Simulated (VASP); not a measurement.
## As: single point with PBE+D3(BJ)

Slab: As, a slab with vacuum.

```
As
1.0
     3.52100    0.00000    0.00000
    -1.76050    3.04928    0.00000
     0.00000    0.00000   28.57424
As
2
Direct
  0.33333 0.66667 0.47381
  0.66667 0.33333 0.52619
```

```json
{
  "Program": "VASP 6.6.1",
  "Task": "single point",
  "Functional": "PBE",
  "Dispersion": "D3(BJ)",
  "Potentials or basis": "VASP PAW PBE potentials, release 64 (As)",
  "Cutoff": "520 eV",
  "k mesh": "9 × 9 × 1",
  "Occupations": "gaussian, width 0.02 eV",
  "Spin": "no spin polarisation",
  "Dipole correction": "yes",
  "Further INCAR settings": "ALGO = Normal; EDIFF = 1e-06; NBANDS = 12"
}
```

| Property | Result |
| --- | --- |
| Largest force | 1.016 eV/Å |
| Band gap on the k mesh | 0.99 eV, indirect (least direct gap 1.98 eV) |
| Dispersion energy per atom | -0.217 eV |

Forces in eV/Å, atoms in the order of the input:
```
As   0.000  0.000  1.016
As   0.000  0.000 -1.016
```

Levels at points of the mesh, in eV from the valence-band top:
```
           k point  band 2  band 3  band 4  band 5  band 6  band 7  band 8  band 9
(0.00, 0.00, 0.00)   -8.12   -1.58    0.00    0.00    1.98    3.22    3.22    4.19
```

Run time: 2.3 min on 1 thread of Intel Xeon 8259CL (shared host), peak memory 0.41 GiB.
